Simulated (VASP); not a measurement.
Crystal: Co2Sn.

```xyz
3
Lattice="3.3412 0.0000 0.0000 -1.6706 2.8936 0.0000 0.0000 0.0000 5.0413" Properties=species:S:1:pos:R:3 pbc="T T T"
Co    1.6706    0.9645    3.8087
Co    1.6706    0.9645    1.2326
Sn    0.0000    0.0000    0.0000
```

- Program: VASP 6.6.1
- Task: relaxation of cell and atoms
- Functional: PBE
- Potentials or basis: VASP PAW PBE potentials, release 64 (Co, Sn_d)
- Cutoff: 600 eV
- k mesh: 6 × 6 × 4
- Occupations: gaussian, width 0.1 eV
- Spin: collinear spin, ferromagnetic start
- Starting moments: [-3.0, -3.0, 0.0] μB

At the start: pressure 34.7 GPa; volume 16.25 Å³/atom.

Q: Where does the relaxation end?

A: Over 28 steps the energy falls by 822.1 meV/atom and the volume is 15.96 Å³/atom (-1.8 %); space group P-6m2 (No. 187, to 0.05 Å); moment 2.72 μB per cell.

The path:
```csv
step,energy change (eV),largest force (eV/Å),pressure (GPa),volume (Å³)
1,0.0000,5.1905,34.67,48.74
2,-0.0847,0.5170,-14.14,77.92
3,-1.5733,1.2467,-3.30,59.98
4,-1.5736,1.1868,-3.88,60.30
5,-1.7647,0.6893,-1.98,57.73
6,-1.7948,0.0525,-0.14,56.36
7,-1.7953,0.1488,-0.40,56.53
8,-1.7952,0.1042,-0.22,56.45
9,-1.8111,0.0899,-0.26,56.03
10,-1.8702,0.0180,0.01,54.74
11,-2.0518,0.2150,1.29,51.97
12,-2.2930,1.4903,8.09,45.88
13,-2.2754,1.6507,9.87,45.10
14,-2.2894,1.5408,8.58,45.64
15,-2.2912,1.5444,8.59,45.61
16,-2.2959,1.5482,8.57,45.54
17,-2.3024,1.5548,8.65,45.39
18,-2.3052,1.5238,9.17,45.07
19,-2.3132,1.4783,8.75,45.14
20,-2.3358,1.3494,8.03,45.37
21,-2.3748,1.1068,6.49,45.82
22,-2.4302,0.6820,3.56,46.72
23,-2.4646,0.0448,-0.98,48.57
24,-2.4652,0.0972,-0.65,48.38
25,-2.4652,0.1169,-0.50,48.31
26,-2.4655,0.1023,-0.41,48.27
27,-2.4662,0.0663,-0.06,48.14
28,-2.4663,0.0025,0.32,47.87
```

Final structure:
```
Co Sn
1.0
     2.96707    0.00000    0.00000
    -1.48354    2.56956    0.00000
     0.00000    0.00000    6.27882
Co Sn
2 1
Direct
  0.66667 0.33333 0.67611
  0.66667 0.33333 0.32389
  0.00000 0.00000 0.00000
```

Caveat: the k points lie up to 0.41 Å⁻¹ apart in the final cell.
